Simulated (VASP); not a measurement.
## B8N7 (a cell with a defect): single point with PBE

B8N7 (a cell with a defect):

```
B N
1.0
    -1.27705   -2.21191   -4.22404
    -1.27705   -2.21191    4.22404
    -2.55409    4.42382    0.00000
B N
8 7
Direct
  0.66675 0.66658 0.83333
  0.66675 0.66658 0.33333
  0.16675 0.16658 0.83333
  0.16675 0.16658 0.33333
  0.08342 0.58325 0.16667
  0.08342 0.58325 0.66667
  0.58342 0.08325 0.16667
  0.58342 0.08325 0.66667
  0.73540 0.36058 0.58650
  0.35408 0.97925 0.83333
  0.35408 0.97925 0.33333
  0.27075 0.39592 0.16667
  0.27075 0.39592 0.66667
  0.77075 0.89592 0.16667
  0.77075 0.89592 0.66667
```

This cell differs from its parent crystal: atoms taken out, atom 9 moved 0.625 of the way to it and +0.525 Å across, host rigid.

```yaml
Program: VASP 6.6.1
Task: single point
Functional: PBE
Potentials_or_basis: VASP PAW PBE potentials, release 64 (B, N)
Cutoff: 520 eV
k_mesh: 6 × 6 × 6
Occupations: gaussian, width 0.05 eV
Spin: no spin polarisation
Dipole_correction: no
Charge: 3
Further_INCAR_settings: LREAL = Auto; ALGO = Normal; EDIFF = 1e-06; NBANDS = 42; NELECT = 56.0
```

```yaml
Largest_force: 6.341 eV/Å
```

Forces on the atoms (eV/Å):
```
B    1.994 -1.232  3.098
B   -0.671 -0.087  4.394
B    0.590 -0.187  0.856
B    0.042  0.627  1.218
B   -2.121 -0.219 -3.932
B   -2.259 -1.644 -4.481
B    2.801  0.488 -2.094
B    1.915  2.237 -3.085
N   -6.061 -0.004  1.864
N   -0.814 -0.408  1.201
N    5.065  0.761  2.358
N    0.327  0.105  0.972
N   -0.352 -0.385  0.449
N   -0.405 -0.026 -1.578
N   -0.052 -0.025 -1.240
```

Levels at points of the mesh, in eV from the Fermi level:
```
           k point  band 26  band 27  band 28  band 29  band 30  band 31
(0.00, 0.00, 0.00)    -0.23    -0.03     0.18     0.86     2.64     3.69
(0.50, 0.00, 0.00)    -1.11    -0.81    -0.64    -0.31     1.57     3.87
(0.00, 0.50, 0.50)    -1.45    -1.02    -0.19     0.16     2.11     4.22
(0.00, 0.50, 0.00)    -1.30    -0.84    -0.62    -0.29     1.35     4.20
(0.50, 0.00, 0.50)    -1.49    -0.85    -0.11     0.14     2.22     4.18
(0.50, 0.50, 0.00)    -0.83    -0.12    -0.07     0.95     2.45     3.23
(0.00, 0.00, 0.50)    -1.54    -0.77     0.34     1.03     2.33     4.04
(0.50, 0.50, 0.50)    -1.78    -1.41    -1.18     1.30     2.13     3.09
```

Wall time 12 min on 1 thread of Intel(R) Xeon(R) Platinum 8488C (Sapphire Rapids) (shared host), peak memory 0.42 GiB.

Caveat: the cell carries a net charge on a neutralising background, which shifts energy and pressure; the cell differs from its parent crystal (atoms taken out, atom 9 moved 0.625 of the way to it and +0.525 Å across, host rigid); the cell is charged against a uniform background, so pressure and absolute levels hang on convention.
